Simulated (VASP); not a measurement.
## Re: single point with HSE06

The system is Re.

```
CELL_PARAMETERS angstrom
2.76080 0.00000 0.00000
-1.38040 2.39092 0.00000
0.00000 0.00000 4.45820
ATOMIC_POSITIONS crystal
Re 0.66667 0.33333 0.75000
Re 0.33333 0.66667 0.25000
```

| Property | Result |
| --- | --- |
| Program | VASP 6.6.1 |
| Task | single point |
| Functional | HSE06 |
| Potentials or basis | VASP PAW PBE potentials, release 64 (Re) |
| Cutoff | 520 eV |
| k mesh | 5 × 5 × 3 |
| Occupations | fermi-dirac, width 0.05 eV |
| Spin | non-collinear spin, zero start, spin-orbit coupling |
| Starting moments | [[0.0, 0.0, 0.0], [0.0, 0.0, 0.0]] μB |

The pressure is -9.3 GPa, the net moment is 0.00 μB per cell and the valence electrons inside the program's atomic spheres are Re 6.53.

Stress tensor (GPa, compression positive):
```
 -3.99   0.00   0.00
  0.00  -3.99   0.00
  0.00   0.00 -19.84
```

Moments on the atoms (μB; x, y, z):
```
Re  0.00 0.00 0.00
Re  0.00 0.00 0.00
```

Run time: 33 min on 1 thread of AMD EPYC 7R43 64-Core Processor (Zen 3), on a shared host, peak memory 0.3 GiB.

Caveat: the k points lie up to 0.53 Å⁻¹ apart; the PAW data sets were made with another functional, which shifts forces and pressure a little.
